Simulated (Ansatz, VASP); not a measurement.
**One calculation of W, two programs**

```
CELL_PARAMETERS angstrom
-1.46952 1.46952 1.53341
1.46952 -1.46952 1.53341
1.46952 1.46952 -1.53341
ATOMIC_POSITIONS crystal
W 0.00000 0.00000 0.00000
```

Change from the starting cell: strain -0.080 along x and y, -0.040 along z, atoms carried along.

Alike in both runs: task single point; functional PBE; k mesh 20 × 20 × 20; occupations gaussian, width 0.15 eV; no spin polarisation.

|  | VASP | Ansatz |
| --- | --- | --- |
| version | VASP 6.6.1 | Ansatz 0.2.0 |
| potentials or method | VASP PAW PBE potentials, release 64 (W_sv), cutoff 520 eV | scalar-relativistic, plane waves, PAW |
| valence electrons in the cell | 14 | 14 |

VASP gave:

| Property | Result |
| --- | --- |
| gap on the k mesh at the Fermi level (eV) | none |
| pressure (GPa) | 91.8 |
| traceless stress, the component that is largest in VASP (GPa) | -13.70 |

Question: Which values does Ansatz return?

Answer: gap on the k mesh at the Fermi level (eV): none; pressure (GPa): 89.8; traceless stress, the component that is largest in VASP (GPa): -13.70.

A gap of «none» marks a metal or a gap that the smearing closes. Both programs put the cell under a high pressure, so it lies far from rest at this level.

Spin-orbit coupling is off throughout. Noted on VASP's run: the cell as given lies far from equilibrium.
